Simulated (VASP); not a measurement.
Here is a VASP 6.6.1 calculation.

Contents of INCAR:

```
SYSTEM = Zr
PREC     = Accurate       ! precision mode
ENCUT    = 520            ! plane-wave cutoff, eV
EDIFF    = 1E-7           ! SCF threshold, eV
ISMEAR   = 1              ! smearing method
SIGMA    = 0.1            ! smearing width, eV
LREAL    = .False.        ! projectors in reciprocal space
LASPH    = .True.         ! aspherical terms in the spheres
NELM     = 100            ! most SCF steps
ALGO     = Fast           ! electronic algorithm
ISIF     = 2              ! what is computed and relaxed
LWAVE    = .False.        ! write WAVECAR
LCHARG   = .False.        ! write CHGCAR
IBRION   = 2              ! ionic algorithm
NSW      = 60             ! ionic steps
EDIFFG   = -0.01          ! ionic threshold
```

KPOINTS

```
Automatic mesh
0
Gamma
  9 9 5
  0 0 0
```

Contents of POSCAR:

```
Zr
1.0
    3.4815664591      0.0000000000      0.0000000000
   -1.7407832295      3.0151249985      0.0000000000
    0.0000000000      0.0000000000      5.5444376748
Zr
2
Direct
    0.6666666667      0.3333333333      0.7500000000
    0.3333333333      0.6666666667      0.2500000000
```

Potentials or basis: VASP PAW LDA potentials, release 64 (Zr_sv).

Command:

```console
$ cat potpaw_LDA.64/Zr_sv/POTCAR > POTCAR
$ mpirun -np 1 vasp_std > vasp.out
```

**Question.** Estimate the band gap on the k mesh.

**Answer.** Zero (bands 12 and 13 overlap by 1.00 eV).

Stress tensor (GPa, compression positive):
```
-18.18   0.00   0.00
  0.00 -18.18   0.00
  0.00   0.00 -18.76
```

Caveat: the relaxation stopped at its first step, so nothing moved.
